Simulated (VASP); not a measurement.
Input of a VASP 6.6.1 run:

INCAR

```
ALGO = Normal ; EDIFF = 1E-7
EDIFFG = -0.01 ; ENCUT = 500
GGA = PE ; GGA_COMPAT = F
IBRION = 2 ; ISIF = 3
ISMEAR = -1 ; LASPH = T
LCHARG = F ; LREAL = F
LWAVE = F ; NELM = 120
NELMIN = 4 ; NSW = 80
PREC = Accurate ; PSTRESS = 50.0
SIGMA = 0.1
```

KPOINTS

```
k-points
0
Gamma
  6 6 6
```

The input POSCAR:

```
Y
1.0
    0.0000000000      3.5000000000      3.5000000000
    3.5000000000      0.0000000000      3.5000000000
    3.5000000000      3.5000000000      0.0000000000
Y
2
Direct
    1.0000000000      1.0000000000      1.0000000000
    0.2500000000      0.2500000000      0.2500000000
```

Potentials or basis: VASP PAW PBE potentials, release 64 (Y_sv).

The run is started by

```console
$ cat potpaw_PBE.64/Y_sv/POTCAR > POTCAR
$ mpirun -np 1 vasp_std > vasp.out
```

(1) Estimate the space group after relaxing (to 0.1 Å).

(2) Predict the relaxed volume.

## Answers

(1) Fd-3m (No. 227).

(2) 31.98 Å³/atom.

Caveat: the cell is relaxed towards a set pressure, so the run minimises the enthalpy, not the energy; the volume moved by over 15 % at a fixed basis, so the end points are rough.
